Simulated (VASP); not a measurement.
Here is a VASP 6.6.1 calculation.

Contents of POSCAR:

```
Ni
1.0
    2.4127916156      0.0000000000      0.0000000000
   -1.2063958078      2.0895388331      0.0000000000
    0.0000000000      0.0000000000      3.9798220621
Ni
2
Direct
    0.3333333333      0.6666666667      0.2500000000
    0.6666666667      0.3333333333      0.7500000000
```

Contents of INCAR.step1:

```
PREC = Accurate
ENCUT = 520
ISMEAR = -1
SIGMA = 0.1
LREAL = F
LASPH = T
NELM = 60
NBANDS = 17
GGA = PE
ALGO = Normal
EDIFF = 1E-4
LWAVE = T
LCHARG = F
```

File INCAR.step2:

```
PREC = Accurate
ENCUT = 520
EDIFF = 1E-6
ISMEAR = -1
SIGMA = 0.1
LREAL = F
LASPH = T
NELM = 60
ALGO = Normal
ISIF = 2
LWAVE = F
LCHARG = T
METAGGA = R2SCAN
LMIXTAU = T
LELF = T
LVHAR = T
NBANDS = 17
ISTART = 1
```

The input KPOINTS:

```
Automatic mesh
0
Gamma
  17 17 9
```

Potentials or basis: VASP PAW PBE potentials, release 64 (Ni).

The run is started by

```bash
$ cat potpaw_PBE.64/Ni/POTCAR > POTCAR
$ cp INCAR.step1 INCAR
$ mpirun -np 1 vasp_std > vasp.out
$ cp INCAR.step2 INCAR
$ mpirun -np 1 vasp_std > vasp.out
```

(1) What does it give for the band gap on the k mesh?

(2) What does it give for the pressure?

Answers

(1) zero (band 10 reaches 10.31 eV, above the bottom of band 11 at 9.73 eV).

(2) 10.8 GPa.

Caveat: the PAW data sets were made with another functional, which shifts forces and pressure a little; the run has no spin polarisation, though such a crystal can be magnetic.
